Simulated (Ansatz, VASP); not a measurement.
**Hf in VASP and in Ansatz**

INCAR

```
PREC = Accurate ; ENCUT = 520
EDIFF = 1E-6 ; ISMEAR = 0
SIGMA = 0.15 ; LREAL = F
LASPH = T ; NELM = 80
ALGO = Fast ; ISIF = 2
LWAVE = F ; LCHARG = F
GGA = PS ; NBANDS = 17
```

File KPOINTS:

```
regular mesh
0
Gamma
  18 18 10
```

The input POSCAR:

```
Hf
1.0
    3.1966985242      0.0000000000      0.0000000000
   -1.5983492621      2.7684221302      0.0000000000
    0.0000000000      0.0000000000      4.8681325000
Hf
2
Direct
    0.3333333333      0.6666666667      0.2500000000
    0.6666666667      0.3333333333      0.7500000000
```

Input for Ansatz:

```yaml
crystal:
  lattice:
    - [3.1966985242, 0.0, 0.0]
    - [-1.5983492621, 2.7684221302, 0.0]
    - [0.0, 0.0, 4.8681325]
  atoms:
    - { symbol: Hf, position: [0.3333333333, 0.6666666667, 0.25] }
    - { symbol: Hf, position: [0.6666666667, 0.3333333333, 0.75] }
basis:
  ecutwfc: 420
kpoints:
  mp_grid: { grid: [18, 18, 10] }
hamiltonian:
  xc: pbesol
scf:
  occupations: { method: gaussian, width: 0.15 }
output:
  forces: true
  stress: true
  eigenvalues: true
```

Change from the starting cell: strain -0.0375 x Voigt [0, 0, 1, 0, 0, 0], atoms carried along.

Alike in both runs: task single point; functional PBEsol; k mesh 18 × 18 × 10; occupations gaussian, width 0.15 eV; no spin polarisation.

```csv
,VASP,Ansatz
version,VASP 6.6.1,Ansatz 0.2.0
potentials or method,"VASP PAW PBE potentials, release 64 (Hf_pv), cutoff 520 eV","scalar-relativistic, plane waves, PAW"
valence electrons in the cell,20,52
```

```tsv
	VASP	Ansatz	Ansatz less VASP
gap on the k mesh at the Fermi level (eV)	none	none	-
pressure (GPa)	0.2	0.6	+0.36
traceless stress, the component that is largest in VASP (GPa)	3.32	3.38	+0.061
```

VASP's potentials were made for PBE, not for PBEsol. A gap of «none» marks a metal or a gap that the smearing closes. VASP's potentials hold 20 valence electrons a cell and Ansatz's 52, so a difference there can come from the potentials and not from the codes.

Spin-orbit coupling is off throughout.
